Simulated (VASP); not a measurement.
BaTiO3: single point with r2SCAN

Crystal: BaTiO3.

```xyz
5
Lattice="2.8654 1.6544 2.3590 -2.8654 1.6544 2.3590 0.0000 -3.3087 2.3590" Properties=species:S:1:pos:R:3 pbc="T T T"
Ba    0.0000    0.0000    0.0339
Ti    0.0000    0.0000    3.6791
O     0.0000   -1.6126    4.6096
O    -1.3966    0.8063    4.6096
O     1.3966    0.8063    4.6096
```

This cell differs from its parent crystal: volume scaled by 1.03, then relaxed in part.

```json
{
  "Program": "VASP 6.6.1",
  "Task": "single point",
  "Functional": "r2SCAN",
  "Potentials or basis": "VASP PAW PBE potentials, release 64 (Ba_sv, Ti_sv, O)",
  "Cutoff": "520 eV",
  "k mesh": "6 × 6 × 6",
  "Occupations": "gaussian, width 0.02 eV",
  "Spin": "no spin polarisation"
}
```

The pressure is -1.3 GPa and the largest force is 0.194 eV/Å. The band gap on the k mesh is 3.03 eV, indirect (least direct gap 3.61 eV).

Forces on the atoms (eV/Å):
```
Ba   0.000  0.000 -0.036
Ti   0.000  0.000 -0.194
O    0.000 -0.086  0.077
O   -0.074  0.043  0.077
O    0.074  0.043  0.077
```

Stress tensor (GPa, compression positive):
```
-1.25  0.00  0.00
 0.00 -1.25  0.00
 0.00  0.00 -1.44
```

Levels at points of the mesh, in eV from the valence-band top:
```
           k point  band 16  band 17  band 18  band 19  band 20  band 21  band 22  band 23  band 24  band 25
(0.00, 0.00, 0.00)    -1.39    -1.01    -0.71    -0.57    -0.57     3.03     3.03     3.20     4.87     4.87
(0.50, 0.00, 0.00)    -2.04    -1.62    -1.50    -1.08    -0.93     3.18     4.14     4.29     4.82     6.33
(0.50, 0.50, 0.00)    -2.58    -1.63    -0.93    -0.85    -0.09     4.23     4.26     4.56     5.29     7.96
(0.50, 0.50, 0.50)    -2.41    -2.35    -0.03    -0.03     0.00     4.58     4.82     4.82     7.00     7.00
```

Run time: 2.2 min on 1 thread of Intel(R) Xeon(R) 6975P-C (Granite Rapids), on a shared host, peak memory 0.2 GiB.

Caveat: the PAW data sets were made with another functional, which shifts forces and pressure a little; spin-orbit coupling is left out, which moves the levels of the heavy elements. A k mesh can miss the band edges.
